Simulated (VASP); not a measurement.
# Fe (Im-3m) in VASP: notebook

Fe is run at these levels: r2SCAN; tasks: single point.

All numbers are computed with VASP 6.6.1; they aren't measurements. Logs are shortened: lines on timing, memory, paths and dates and some standing lists are left out, and cuts for length are marked.

### 1 The cell of the first run

It takes space group Im-3m (No. 229, cubic). Conventional cell: a = 2.730 Å, b = 2.730 Å, c = 2.730 Å, α = 90.00°, β = 90.00°, γ = 90.00°. Fe (site symmetry m-3m) has 14 Fe at 2.36 to 2.73 Å within 3.1 Å.

### 2 Single point, r2SCAN

Input file POSCAR:

```
Fe
1.0
   -1.3650158294      1.3650158294      1.3650158294
    1.3650158294     -1.3650158294      1.3650158294
    1.3650158294      1.3650158294     -1.3650158294
Fe
1
Direct
    0.0000000000      0.0000000000      0.0000000000
```

Input file INCAR.step1:

```
  PREC = Accurate
  ENCUT = 660
  ISMEAR = -1
  SIGMA = 0.01
  LREAL = F
  LASPH = T
  NELM = 120
  NBANDS = 10
  GGA = PE
  ALGO = Normal
  EDIFF = 1E-5
  LWAVE = T
  LCHARG = F
  GGA_COMPAT = F
```

Input file INCAR.step2:

```
  PREC = Accurate
  ENCUT = 660
  EDIFF = 1E-6
  ISMEAR = -1
  SIGMA = 0.01
  LREAL = F
  LASPH = T
  NELM = 120
  ALGO = Normal
  ISIF = 2
  LWAVE = F
  LCHARG = F
  METAGGA = R2SCAN
  LMIXTAU = T
  NBANDS = 10
  ISTART = 1
  GGA_COMPAT = F
```

Input file KPOINTS:

```
Automatic mesh
0
Gamma
  16 16 16
```

Potentials or basis: VASP PAW PBE potentials, release 64 (Fe).

Run with:

```console
> cat potpaw_PBE.64/Fe/POTCAR > POTCAR
> cp INCAR.step1 INCAR
> mpirun -np 1 vasp_std > vasp.out
> cp INCAR.step2 INCAR
> mpirun -np 1 vasp_std > vasp.out
```

OUTCAR:

```text
PREC = Accurate
   ENCUT = 660
   EDIFF = 1E-6
   ISMEAR = -1
   LREAL = F
   LASPH = T
   NELM = 120
   ISIF = 2
   METAGGA = R2SCAN
   ISTART = 1

 ion  position               nearest neighbor table
   1  0.000  0.000  0.000-

  LATTYP: Found a body centered cubic cell.
 ALAT       =     2.7300316588

  Lattice vectors:

 A1 = (  -1.3650158294,   1.3650158294,   1.3650158294)
 A2 = (   1.3650158294,  -1.3650158294,   1.3650158294)
 A3 = (   1.3650158294,   1.3650158294,  -1.3650158294)

Analysis of symmetry for initial positions (statically):
=====================================================================
 Subroutine PRICEL returns:
 Original cell was already a primitive cell.

 Routine SETGRP: Setting up the symmetry group for a
 body centered cubic supercell.

 Subroutine GETGRP returns: Found 48 space group operations
 (whereof 48 operations were pure point group operations)
 out of a pool of 48 trial point group operations.

The static configuration has the point symmetry O_h .

Analysis of symmetry for dynamics (positions and initial velocities):
=====================================================================
 Subroutine PRICEL returns:
 Original cell was already a primitive cell.

 Routine SETGRP: Setting up the symmetry group for a
 body centered cubic supercell.

 Subroutine GETGRP returns: Found 48 space group operations
 (whereof 48 operations were pure point group operations)
 out of a pool of 48 trial point group operations.

The dynamic configuration has the point symmetry O_h .

 Subroutine INISYM returns: Found 48 space group operations
 (whereof 48 operations are pure point group operations),
 and found     1 'primitive' translations

----------------------------------------------------------------------------------------

                                     Primitive cell

  volume of cell :      10.1736

  direct lattice vectors                    reciprocal lattice vectors
    -1.365015829  1.365015829  1.365015829     0.000000000  0.366296118  0.366296118
     1.365015829 -1.365015829  1.365015829     0.366296118  0.000000000  0.366296118
     1.365015829  1.365015829 -1.365015829     0.366296118  0.366296118  0.000000000

  length of vectors
     2.364276770  2.364276770  2.364276770     0.518020939  0.518020939  0.518020939

  position of ions in fractional coordinates (direct lattice)
     0.000000000  0.000000000  0.000000000

  ion indices of the primitive-cell ions
   primitive index   ion index
                 1           1

----------------------------------------------------------------------------------------

 KPOINTS: Automatic mesh

Automatic generation of k-mesh.
 Grid dimensions read from file:
 generate k-points for:   16   16   16

 Generating k-lattice:

  Cartesian coordinates                     Fractional coordinates (reciprocal lattice)
     0.000000000  0.022893507  0.022893507     0.062500000  0.000000000  0.000000000
     0.022893507  0.000000000  0.022893507     0.000000000  0.062500000  0.000000000
     0.022893507  0.022893507  0.000000000     0.000000000  0.000000000  0.062500000

  Length of vectors
     0.032376309  0.032376309  0.032376309

  Shift w.r.t. Gamma in fractional coordinates (k-lattice)
     0.000000000  0.000000000  0.000000000

 Subroutine IBZKPT returns following result:
 ===========================================

 Found    145 irreducible k-points:

 Following reciprocal coordinates:
            Coordinates               Weight
  0.000000  0.000000  0.000000      1.000000
  0.062500  0.000000  0.000000     12.000000
  0.125000  0.000000  0.000000     12.000000
  0.187500  0.000000  0.000000     12.000000
  0.250000  0.000000  0.000000     12.000000
  0.312500  0.000000  0.000000     12.000000
[... 16 lines left out ...]
  0.187500  0.187500  0.000000     24.000000
  0.250000  0.187500  0.000000     48.000000
 [... further k-points ...]
   k-points           NKPTS =    145   k-points in BZ     NKDIM =    145   number of bands    NBANDS=     10
   number of dos      NEDOS =    301   number of ions     NIONS =      1
   total plane-waves  NPLWV =   8000
   dimension x,y,z NGX =    20 NGY =   20 NGZ =   20
   dimension x,y,z NGXF=    40 NGYF=   40 NGZF=   40
   ions per type =               1
   NGX,Y,Z   is equivalent  to a cutoff of  14.06, 14.06, 14.06 a.u.
   NGXF,Y,Z  is equivalent  to a cutoff of  28.13, 28.13, 28.13 a.u.
 SYSTEM =  unknown system
   PREC   = accura    normal or accurate (medium, high low for compatibility)
   ISTART =      1    job   : 0-new  1-cont  2-samecut
   ICHARG =      0    charge: 1-file 2-atom 10-const
   ISPIN  =      1    spin polarized calculation?
   LNONCOLLINEAR =      F non collinear calculations
   LSORBIT =      F    spin-orbit coupling
   LASPH  =      T    aspherical Exc in radial PAW
   ENCUT  =  660.0 eV  48.51 Ry    6.96 a.u.   4.95  4.95  4.95*2*pi/ulx,y,z
   NELM   =    120;   NELMIN=  2; NELMDL=  0     # of ELM steps
   EDIFF  = 0.1E-05   stopping-criterion for ELM
   LREAL  =      F    real-space projection
   EDIFFG = 0.1E-04   stopping-criterion for IOM
   NSW    =      0    number of steps for IOM
   IBRION =     -1    ionic relax: 0-MD 1-quasi-New 2-CG
   NFREE  =      0    steps in history (QN), initial steepest desc. (CG)
   ISIF   =      2    stress and relaxation
   ISYM   =      2    0-nonsym 1-usesym 2-fastsym
   POTIM  = 0.5000    time-step for ionic-motion
   TEBEG  =    0.0;   TEEND  =   0.0 temperature during run
   PSTRESS=    0.0 pullay stress
   NELECT =       8.0000    total number of electrons
   NUPDOWN=      -1.0000    fix difference up-down
   EMIN   =  10.00;   EMAX   =-10.00  energy-range for DOS
   EFERMI =   0.00;   METHOD = LEGACY
   ISMEAR =    -1;   SIGMA  =   0.01  broadening in eV -4-tet -1-fermi 0-gaus
   EFERMI_NEDOS =   21; number of points for ismear=-14 and -15
   IALGO  =     38    algorithm
   IMIX   =      4    mixing-type and parameters
     AMIX     =   0.40;   BMIX     =  1.00
     AMIX_MAG =   1.60;   BMIX_MAG =  1.00
  volume/ion in A,a.u.               =      10.17        68.65
  Fermi-wavevector in a.u.,A,eV,Ry     =   1.511056  2.855481 31.066038  2.283289
  Thomas-Fermi vector in A             =   2.621164
   LORBIT       =      0    0 simple, 1 ext, 2 COOP (PROOUT), +10 PAW based schemes
   METAGGA = R2SCAN    functional components
   LHFCALC =     F    Hartree Fock is set to
   AEXX    =    0.0000 exact exchange contribution
   IVDW    =     0    specifies the selected vdW correction
   LEPSILON=     F    determine dielectric tensor
   LRPA    =     F    only Hartree local field effects (RPA)
 non-spin polarized calculation
  energy-cutoff  :      660.00
  volume of cell :       10.17
 maximum number of plane-waves:       403
   NGX =  9   NGY =  9   NGZ =  9

 number of electron       7.9999999 magnetization

 Free energy of the ion-electron system (eV)
  ---------------------------------------------------
  ext. energy  EPLUGINS =         0.00000000
  ---------------------------------------------------
  free energy    TOTEN  =       -13.29884927 eV

  energy without entropy =      -13.29794092  energy(sigma->0) =      -13.29839509

 E-fermi :   6.9630     XC(G=0): -15.0376

 val. band max:        6.9577819688   @ k =   0.1250   0.1250   0.1250
 cond. band min:       6.9646034226   @ k =  -0.3750  -0.3750   0.0625
 fundamental gap:      0.0068214538
 Fermi energy:         6.9630232651

 k-point     1 :       0.0000    0.0000    0.0000
  band No.  band energies     occupation
      1      -2.6320      2.00000
      2       4.9361      2.00000
      3       4.9361      2.00000
      4       4.9361      2.00000
      5       6.9722      0.57043
      6       6.9722      0.57034
      7      34.1428      0.00000
      8      34.1428      0.00000
      9      34.1428      0.00000
     10      40.2213      0.00000

 k-point     2 :       0.0625    0.0000    0.0000
  band No.  band energies     occupation
      1      -2.4471      2.00000
      2       4.8777      2.00000
      3       4.9288      2.00000
      4       5.0443      2.00000
      5       6.9104      1.98973
      6       6.9769      0.39853
      7      33.0832      0.00000
      8      33.9150      0.00000
      9      34.0660      0.00000
     10      39.8104      0.00000

 k-point     3 :       0.1250    0.0000    0.0000
  band No.  band energies     occupation
      1      -1.9079      2.00000
      2       4.7135      2.00000
      3       4.8900      2.00000
      4       5.3590      2.00000
      5       6.7698      2.00000
      6       6.9927      0.09784
      7      30.7369      0.00000
      8      33.1120      0.00000
      9      33.8762      0.00000
     10      39.1918      0.00000

 k-point     4 :       0.1875    0.0000    0.0000
  band No.  band energies     occupation
      1      -1.0680      2.00000
      2       4.4737      2.00000
      3       4.7961      2.00000
      4       5.8493      2.00000
      5       6.6565      2.00000
      6       7.0230      0.00498
      7      27.8794      0.00000
      8      31.8030      0.00000
      9      33.6506      0.00000
     10      36.9275      0.00000

 k-point     5 :       0.2500    0.0000    0.0000
  band No.  band energies     occupation
      1      -0.0497      2.00000
      2       4.1997      2.00000
      3       4.7161      2.00000
      4       6.4620      2.00000
      5       6.6464      2.00000
      6       7.0693      0.00005
      7      24.8461      0.00000
      8      30.3516      0.00000
      9      33.4438      0.00000
     10      34.8421      0.00000

 k-point     6 :       0.3125    0.0000    0.0000
  band No.  band energies     occupation
      1       0.8892      2.00000
      2       3.9343      2.00000
      3       4.9084      2.00000
      4       6.7252      2.00000
      5       7.1190      0.00000
      6       7.1276      0.00000
      7      21.8578      0.00000
      8      29.0353      0.00000
      9      33.0292      0.00000
     10      33.2797      0.00000
[... 183 lines left out ...]
 k-point    21 :       0.3750    0.1250    0.0000
  band No.  band energies     occupation
      1       1.9692      2.00000
      2       3.6227      2.00000
      3       5.4187      2.00000
      4       6.8322      2.00000
      5       7.4571      0.00000
      6       9.6057      0.00000
      7      17.1275      0.00000
      8      24.7421      0.00000
      9      29.3145      0.00000
     10      34.8691      0.00000

 k-point    22 :       0.4375    0.1250    0.0000
  band No.  band energies     occupation
      1       1.9778      2.00000
      2       3.5810      2.00000
      3       5.6546      2.00000
      4       6.8592      1.99994
      5       7.5368      0.00000
      6      10.1121      0.00000
      7      16.1537      0.00000
      8      24.5495      0.00000
      9      29.0564      0.00000
     10      34.8519      0.00000

 k-point    23 :       0.1875    0.1875    0.0000
  band No.  band energies     occupation
      1       1.3309      2.00000
      2       4.0072      2.00000
      3       4.2018      2.00000
      4       6.5176      2.00000
      5       7.2272      0.00000
      6       7.8527      0.00000
      7      23.4500      0.00000
      8      24.7531      0.00000
      9      31.3174      0.00000
     10      35.3913      0.00000

 k-point    24 :       0.2500    0.1875    0.0000
  band No.  band energies     occupation
      1       2.0679      2.00000
      2       3.7812      2.00000
      3       4.2838      2.00000
      4       6.6193      2.00000
      5       7.3112      0.00000
      6       8.8855      0.00000
      7      20.9706      0.00000
      8      23.3223      0.00000
      9      30.1731      0.00000
     10      35.6287      0.00000

 [... further k-points ...]
[... 5 lines left out ...]
  --------------------------------------------------------------------------------------
  -------------------------------------------------------------------------------------
  Total       -0.0152882     -0.0152882     -0.0152882     -0.0000000      0.0000000     -0.0000000
  in kB       -2.4076560     -2.4076560     -2.4076560     -0.0000000      0.0000000     -0.0000000
  external PRESSURE =      -2.4076560 kB  Pullay stress =       0.0000000 kB

 VOLUME and BASIS-vectors are now :
 -----------------------------------------------------------------------------
  energy-cutoff  :      660.00
  volume of cell :       10.17
      direct lattice vectors                 reciprocal lattice vectors
    -1.365015829  1.365015829  1.365015829     0.000000000  0.366296118  0.366296118
     1.365015829 -1.365015829  1.365015829     0.366296118  0.000000000  0.366296118
     1.365015829  1.365015829 -1.365015829     0.366296118  0.366296118  0.000000000

 POSITION                                       TOTAL-FORCE (eV/Angst)
 -----------------------------------------------------------------------------------
      0.00000      0.00000      0.00000         0.000000      0.000000      0.000000
 -----------------------------------------------------------------------------------
    total drift:                                0.000000     -0.000000      0.000000

  FREE ENERGIE OF THE ION-ELECTRON SYSTEM (eV)
  ---------------------------------------------------
  free  energy   TOTEN  =       -13.2988492678 eV

  energy  without entropy=      -13.2979409164  energy(sigma->0) =      -13.29839509
```

Run time: 35 s. Hardware: 1 thread of Intel Xeon Platinum 8559C (Emerald Rapids), shared host; peak memory 0.14 GiB.

What came out:

| Item | Value |
| --- | --- |
| Free energy | -13.2988 eV |
| Pressure | -0.2 GPa |
| Band gap on the k mesh | zero (band 4 reaches 7.96 eV, above the bottom of band 5 at 5.84 eV) |

Levels at points of the mesh, in eV from the Fermi level:
```tsv
k point	band 1	band 2	band 3	band 4	band 5	band 6	band 7	band 8
(0.00, 0.00, 0.00)	-9.60	-2.03	-2.03	-2.03	0.01	0.01	27.18	27.18
(0.50, 0.00, 0.00)	-5.36	-3.44	-0.06	0.29	0.36	1.34	9.16	20.17
(0.50, 0.50, 0.50)	-5.05	-5.05	1.00	1.00	1.00	11.31	11.31	11.31
```

Caveat: the PAW data sets were made with another functional, which shifts forces and pressure a little; the run has no spin polarisation, though such a crystal can be magnetic. Spin polarisation is off, so any magnetic state and its effect on volume and gap are missing.

### 3 Single point, r2SCAN

POSCAR is that of step 2.

Input file INCAR.step1:

```
SYSTEM = Fe
  PREC = Accurate
  ENCUT = 660
  ISMEAR = -1
  SIGMA = 0.03
  LREAL = .False.
  LASPH = .True.
  NELM = 120
  NBANDS = 10
  GGA = PE
  ALGO = Normal
  EDIFF = 1E-5
  LWAVE = .True.
  LCHARG = .False.
  GGA_COMPAT = .False.
```

Input file INCAR.step2:

```
SYSTEM = Fe
  PREC = Accurate
  ENCUT = 660
  EDIFF = 1E-6
  ISMEAR = -1
  SIGMA = 0.03
  LREAL = .False.
  LASPH = .True.
  NELM = 120
  ALGO = Normal
  ISIF = 2
  LWAVE = .False.
  LCHARG = .True.
  METAGGA = R2SCAN
  LMIXTAU = .True.
  LELF = .True.
  LVHAR = .True.
  NBANDS = 10
  ISTART = 1
  GGA_COMPAT = .False.
```

Input file KPOINTS:

```
Automatic mesh
0
Gamma
  16 16 16
  0 0 0
```

Potentials or basis: VASP PAW PBE potentials, release 64 (Fe).

Run with:

```console
> cat potpaw_PBE.64/Fe/POTCAR > POTCAR
> cp INCAR.step1 INCAR
> mpirun -np 1 vasp_std > vasp.out
> cp INCAR.step2 INCAR
> mpirun -np 1 vasp_std > vasp.out
```

Wall time 33 s (1 thread of Intel Xeon Platinum 8559C (Emerald Rapids), shared host); peak memory 0.14 GiB.

The run converged. Its results:

```yaml
Free_energy: -13.3025 eV
Pressure: -0.2 GPa
Band_gap_on_the_k_mesh: zero (band 4 reaches 7.97 eV, above the bottom of band 5 at 5.84 eV)
```

Levels at points of the mesh, in eV from the Fermi level:
```
           k point  band 1  band 2  band 3  band 4  band 5  band 6  band 7  band 8
(0.00, 0.00, 0.00)   -9.60   -2.03   -2.03   -2.03    0.00    0.00   27.18   27.18
(0.50, 0.00, 0.00)   -5.36   -3.44   -0.06    0.28    0.36    1.34    9.16   20.17
(0.50, 0.50, 0.50)   -5.06   -5.06    1.00    1.00    1.00   11.31   11.31   11.31
```

Caveat: the PAW data sets were made with another functional, which shifts forces and pressure a little; the run has no spin polarisation, though such a crystal can be magnetic. Spin polarisation is off, so any magnetic state and its effect on volume and gap are missing.

(Continued in part 2 of 2.)
